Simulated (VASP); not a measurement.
A run of VASP 6.6.1:

File INCAR:

```
ALGO = Normal
EDIFF = 1E-6
ENCUT = 520
GGA = PE
ISIF = 2
ISMEAR = 0
LASPH = T
LCHARG = F
LREAL = F
LWAVE = F
NBANDS = 31
NELM = 100
PREC = Accurate
SIGMA = 0.1
```

Contents of KPOINTS:

```
k-points
0
Gamma
  12 12 6
```

File POSCAR:

```
Si2W
1.0
    3.2774302441      0.0000000000      0.0000000000
    0.0000000000      3.2163059771      0.0000000000
    0.0000000000      0.0000000000      7.8534088119
Si W
4 2
Direct
    0.0000000000      0.0000000000      0.3346933235
    0.5000000000      0.5000000000      0.1653066765
    0.5000000000      0.5000000000      0.8346933235
    0.0000000000      0.0000000000      0.6653066765
    0.0000000000      0.0000000000      0.0000000000
    0.5000000000      0.5000000000      0.5000000000
```

Potentials or basis: VASP PAW PBE potentials, release 64 (Si, W_sv).

Run with:

```bash
$ cat potpaw_PBE.64/Si/POTCAR potpaw_PBE.64/W_sv/POTCAR > POTCAR
$ mpirun -np 1 vasp_std > vasp.out
```

Hardware: 1 thread of Intel Xeon 8259CL, on a shared host.

**Question.** How long does it take, and how much memory?

**Answer.** Run time: 7.8 min on 1 thread of Intel Xeon 8259CL, with other jobs on the host, peak memory 0.48 GiB. Counts: scf iterations 12, k points 196.
